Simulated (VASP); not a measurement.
Ge2P:

```
Ge P
1.0
     1.71484    0.99007    4.71169
    -1.71484    0.99007    4.71169
     0.00000   -1.98013    4.71169
Ge P
2 1
Direct
  0.76661 0.76661 0.76661
  0.23339 0.23339 0.23339
  0.00000 0.00000 0.00000
```

| Item | Value |
| --- | --- |
| Program | VASP 6.6.1 |
| Task | relaxation of cell and atoms |
| Functional | PBE |
| Potentials or basis | VASP PAW PBE potentials, release 64 (Ge_d, P) |
| Cutoff | 600 eV |
| k mesh | 6 × 6 × 6 |
| Occupations | gaussian, width 0.1 eV |
| Spin | no spin polarisation |

At the start: pressure 17.8 GPa; volume 16.00 Å³/atom.

Question: How do energy, volume and symmetry change on relaxing?

Answer: Over 9 steps the energy falls by 145.1 meV/atom and the volume is 19.09 Å³/atom (+19.3 %); space group R-3m (No. 166, to 0.1 Å) before and after.

The path:
| step | energy change (eV) | largest force (eV/Å) | pressure (GPa) | volume (Å³) |
| --- | --- | --- | --- | --- |
| 1 | 0.0000 | 0.6491 | 17.76 | 48.00 |
| 2 | -0.3264 | 0.6524 | -5.09 | 61.37 |
| 3 | -0.4228 | 0.2693 | 0.33 | 56.26 |
| 4 | -0.4228 | 0.2869 | 0.16 | 56.44 |
| 5 | -0.4290 | 0.1936 | 0.20 | 56.73 |
| 6 | -0.4329 | 0.0181 | 0.18 | 57.29 |
| 7 | -0.4347 | 0.0091 | -0.36 | 57.73 |
| 8 | -0.4347 | 0.0054 | -0.37 | 57.69 |
| 9 | -0.4354 | 0.0268 | 0.13 | 57.28 |

Final structure:
```xyz
3
Lattice="1.7996 1.0390 5.1052 -1.7996 1.0390 5.1052 0.0000 -2.0780 5.1052" Properties=species:S:1:pos:R:3 pbc="T T T"
Ge    0.0000    0.0000   11.7176
Ge    0.0000    0.0000    3.5979
P     0.0000    0.0000    0.0000
```

Caveat: the k points lie up to 0.34 Å⁻¹ apart in the final cell, too coarse for converged energies and pressures of a metal; the volume moved by over 15 % at a fixed basis, so the end points are rough.
